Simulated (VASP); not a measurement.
**LiTa3O4: single point with PBE**

Crystal: LiTa3O4.

```
CELL_PARAMETERS angstrom
2.87476 0.00299 -0.00616
-0.08518 2.92218 0.00496
-0.38112 -0.49917 10.85284
ATOMIC_POSITIONS crystal
Li 0.79438 0.98103 0.85972
Ta 0.63457 0.05818 0.38411
Ta 0.34404 0.43964 0.59791
Ta 0.08684 0.51293 0.08629
O 0.85823 0.95507 0.68361
O 0.59505 0.02207 0.14350
O 0.56436 0.48908 0.94874
O 0.12252 0.54200 0.29612
```

* Program: VASP 6.6.1
* Task: single point
* Functional: PBE
* Potentials or basis: VASP PAW PBE potentials, release 64 (Li_sv, Ta_pv, O)
* Cutoff: 520 eV
* k mesh: 10 × 10 × 4
* Occupations: gaussian, width 0.1 eV
* Spin: no spin polarisation

```json
{
  "Largest force": "0.057 eV/Å",
  "Band gap on the k mesh": "zero (bands 30 and 31 overlap by 0.45 eV)"
}
```

Forces on the atoms (eV/Å):
```
Li   0.012  0.001 -0.007
Ta  -0.007  0.006  0.028
Ta   0.006 -0.005 -0.028
Ta   0.000  0.000  0.026
O   -0.001  0.001  0.011
O    0.001  0.000  0.033
O   -0.014  0.000 -0.056
O    0.003 -0.002 -0.007
```

Levels at points of the mesh, in eV from the Fermi level:
```tsv
k point	band 26	band 27	band 28	band 29	band 30	band 31	band 32	band 33	band 34	band 35
(0.00, 0.00, 0.00)	-3.97	-3.23	-3.01	-2.68	-2.40	0.19	1.26	2.05	2.53	2.79
(0.50, 0.00, 0.00)	-3.31	-2.61	-1.63	-0.89	-0.15	0.78	1.70	2.16	2.66	2.98
(0.00, 0.50, 0.00)	-4.56	-2.58	-1.75	-0.97	-0.34	0.89	1.27	2.44	3.03	3.05
(0.50, 0.50, 0.00)	-4.39	-1.07	-0.90	-0.51	-0.14	0.64	3.11	3.78	4.00	4.63
(0.00, 0.00, 0.50)	-3.97	-3.32	-3.20	-2.67	-2.00	0.13	1.25	1.88	2.43	2.67
(0.50, 0.00, 0.50)	-3.31	-2.61	-1.63	-0.94	-0.13	0.78	1.70	2.19	2.76	2.94
(0.00, 0.50, 0.50)	-4.56	-2.58	-1.75	-0.98	-0.34	0.87	1.27	2.47	3.03	3.08
(0.50, 0.50, 0.50)	-4.40	-1.08	-0.91	-0.50	-0.16	0.65	3.19	3.75	4.03	4.64
```

Run time: 8.8 min on 1 thread of AMD EPYC 9R45 (Zen 5), on a shared host, peak memory 0.61 GiB.

Caveat: spin-orbit coupling is left out, which moves the levels of the heavy elements.
